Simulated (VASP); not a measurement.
Crystal: LiH.

```xyz
2
Lattice="0.0000 2.7089 2.7089 2.7089 0.0000 2.7089 2.7089 2.7089 0.0000" Properties=species:S:1:pos:R:3 pbc="T T T"
Li    0.0000    0.0000    0.0000
H     4.0634    4.0634    4.0634
```

This cell differs from its parent crystal: atoms taken out.

* Program: VASP 6.6.1
* Task: relaxation of cell and atoms
* Functional: PBE
* Potentials or basis: VASP PAW PBE potentials, release 64 (Li_sv, H_h)
* Cutoff: 1230 eV
* k mesh: 6 × 6 × 6
* Occupations: gaussian, width 0.1 eV
* Spin: no spin polarisation

At the start: pressure -6.1 GPa; volume 19.88 Å³/atom.

**Question.** Where does the relaxation end?

**Answer.** Over 6 steps the energy falls by 308.0 meV/atom and the volume is 9.87 Å³/atom (-50.3 %); space group F-43m (No. 216, to 0.1 Å) before and after.

Step by step:
```tsv
step	energy change (eV)	largest force (eV/Å)	pressure (GPa)	volume (Å³)
1	0.0000	0.0000	-6.05	39.76
2	-0.1584	0.0000	-6.11	35.59
3	-0.5333	0.0000	-4.34	24.86
4	0.3133	0.0000	51.14	10.32
5	-0.5996	0.0000	-2.16	21.78
6	-0.6160	0.0000	-0.10	19.75
```

Final structure:
```xyz
2
Lattice="0.0000 2.1454 2.1454 2.1454 0.0000 2.1454 2.1454 2.1454 0.0000" Properties=species:S:1:pos:R:3 pbc="T T T"
Li    2.1454    0.0000    2.1454
H     3.2180    3.2180    3.2180
```

Caveat: the cell differs from its parent crystal (atoms taken out); the volume moved by over 15 % at a fixed basis, so the end points are rough.
